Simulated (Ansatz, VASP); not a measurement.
## One calculation of HfC, two programs

```
Hf C
1.0
     3.25787    0.00000    0.00000
     0.00000    3.25787    0.00000
     0.00000    0.00000   18.30370
Hf C
2 2
Cartesian
  0.0000 0.0000 8.0647
  1.6289 1.6289 10.2390
  1.6289 1.6289 8.0390
  0.0000 0.0000 10.2647
```

Alike in both runs: functional PBEsol; k mesh 11 × 11 × 1; occupations fermi-dirac, width 0.08 eV; no spin polarisation.

Ansatz relaxed the structure, and its values are those at the end. VASP's run is a single point on that final structure, the one shown.

```csv
,VASP,Ansatz
version,VASP 6.6.1,Ansatz 0.2.0
potentials or method,"VASP PAW PBE potentials, release 64 (Hf_pv, C), cutoff 520 eV","all-electron LAPW, scalar-relativistic"
```

|  | VASP | Ansatz | Ansatz less VASP |
| --- | --- | --- | --- |
| rms of the force components (eV/Å) | 0.033 | 0.003 | -0.0301 |

VASP's potentials were made for PBE, not for PBEsol. Ansatz ran all-electron here, and VASP with PAW potentials.

Spin-orbit coupling is off throughout.
